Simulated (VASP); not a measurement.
Write the native input for VASP 6.6.1 that does the following.

- Task: single point
- Functional: PBE
- Potentials or basis: VASP PAW PBE potentials, release 64 (O, H, F)
- Cutoff: 520 eV
- k mesh: 1 × 1 × 1
- Occupations: fermi-dirac, width 0.02 eV
- Spin: no spin polarisation
- Dipole correction: no
- Further INCAR settings: LREAL = Auto; ALGO = Normal; EDIFF = 1e-06; NBANDS = 66

The structure of H21O10F lies in POSCAR:

```
H21O10F
1.0
    7.5723370000      0.0000000000      0.0000000000
    0.0000000000      7.5723370000      0.0000000000
    0.0000000000      0.0000000000      7.5723370000
O H F
10 21 1
Direct
    0.1026367421      0.6942506653      0.2668793003
    0.6508162540      0.1309635321      0.8486283693
    0.6249457730      0.5844959093      1.0074696887
    0.7565696033      0.7830607645      0.2755159999
    0.1472596901      0.3636261830      1.0214415972
    0.3190296470      0.9248663920      0.6941714295
    0.4885810021      0.5936344354      0.4869566687
    0.9202178931      0.5435706308      0.7937443883
    0.4448296477      0.3563893155      0.2009155166
    0.9792353404     -0.0183166703      0.9289206225
   -0.0163621878      0.7425844888      0.2656511457
    0.0914248798      0.5807057980      0.2088258882
    0.6552006336      0.2427916243      0.7871546129
    0.5678431903      0.0702161037      0.7781481463
    0.5386448067      0.6733720382      0.9701628440
    0.5505037613      0.4927144685      1.0601746858
    0.7335780222      0.7068755656      0.1680458754
    0.6719590002      0.7441427924      0.3623055868
    0.0762908465      0.4434298157      0.9438301544
    0.0895496331      0.2524319771      1.0016326532
    0.2298761928      0.9804767009      0.7757842790
    0.2916272744      0.9851251998      0.5815113617
    0.3763699370      0.6457979881      0.5176737380
    0.4690229714      0.5181755646      0.3868026476
    0.8020245269      0.5617156236      0.8463173258
    0.9677461529      0.6521368502      0.7352023556
    0.3345598591      0.3386801195      0.1354139416
    0.4999117181      0.2402164616      0.2122066147
    0.8701937064      0.0389443840      0.8792265849
    0.9398947775     -0.0948584301      1.0207680931
    0.2360433774      0.8452740548      0.2570936819
    0.3184089667      0.9476598836      0.2336266862
```

One way to write it, as run:

INCAR

```
  PREC = Accurate
  ENCUT = 520
  EDIFF = 1E-6
  ISMEAR = -1
  SIGMA = 0.02
  LREAL = Auto
  LASPH = True
  NELM = 120
  ALGO = Normal
  ISIF = 2
  LWAVE = False
  LCHARG = False
  GGA = PE
  NBANDS = 66
  GGA_COMPAT = False
```

KPOINTS

```
Automatic mesh
0
Gamma
  1 1 1
```

Potentials or basis: VASP PAW PBE potentials, release 64 (O, H, F).

Launch:

```bash
$ cat potpaw_PBE.64/O/POTCAR potpaw_PBE.64/H/POTCAR potpaw_PBE.64/F/POTCAR > POTCAR
$ mpirun -np 1 vasp_gam > vasp.out
```

It gave:

```
Pressure               : 0.0 GPa
Largest force          : 2.198 eV/Å
Band gap on the k mesh : 4.65 eV
```

Caveat: the k points lie up to 0.83 Å⁻¹ apart.

Run time: 34 s on 1 thread of Intel(R) Xeon(R) 6975P-C (Granite Rapids), on a shared host, peak memory 0.38 GiB.
